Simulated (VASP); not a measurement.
Wanted: the native input for a VASP 6.6.1 run.

```yaml
Task: single point
Functional: PBEsol
Potentials_or_basis: VASP PAW PBE potentials, release 64 (Ca_sv)
Cutoff: 520 eV
k_mesh: 16 × 16 × 16
Occupations: gaussian, width 0.15 eV
Spin: no spin polarisation
Dipole_correction: no
Further_INCAR_settings: ALGO = Fast; EDIFF = 1e-06; NBANDS = 11
```

The structure of Ca lies in POSCAR:

```
Ca
1.0
   -2.2400000000      2.2400000000      2.3296000000
    2.2400000000     -2.2400000000      2.3296000000
    2.2400000000      2.2400000000     -2.3296000000
Ca
1
Direct
    0.0000000000      0.0000000000      0.0000000000
```

This cell differs from its parent crystal: strain +0.000 along x and y, +0.040 along z.

The input as run:

INCAR

```
ALGO     = Fast           # electronic algorithm
EDIFF    = 1E-6           # SCF threshold, eV
ENCUT    = 520            # plane-wave cutoff, eV
GGA      = PS             # functional
ISIF     = 2              # what is computed and relaxed
ISMEAR   = 0              # smearing method
LASPH    = T              # aspherical terms in the spheres
LCHARG   = F              # write CHGCAR
LREAL    = F              # projectors in reciprocal space
LWAVE    = F              # write WAVECAR
NBANDS   = 11             # bands
NELM     = 100            # most SCF steps
PREC     = Accurate       # precision mode
SIGMA    = 0.15           # smearing width, eV
```

KPOINTS

```
k-points
0
Gamma
  16 16 16
```

Potentials or basis: VASP PAW PBE potentials, release 64 (Ca_sv).

Launch:

```bash
$ cat potpaw_PBE.64/Ca_sv/POTCAR > POTCAR
$ mpirun -np 1 vasp_std > vasp.out
```

Results of the run:

The pressure is -2.0 GPa. The band gap on the k mesh is zero (band 5 reaches 1.86 eV, above the bottom of band 6 at 1.42 eV).

Caveat: the cell differs from its parent crystal (strain +0.000 along x and y, +0.040 along z); the PAW data sets were made with another functional, which shifts forces and pressure a little.

It took 74 s on 1 thread of Intel(R) Xeon(R) 6975P-C (Granite Rapids) (shared host), peak memory 0.29 GiB.
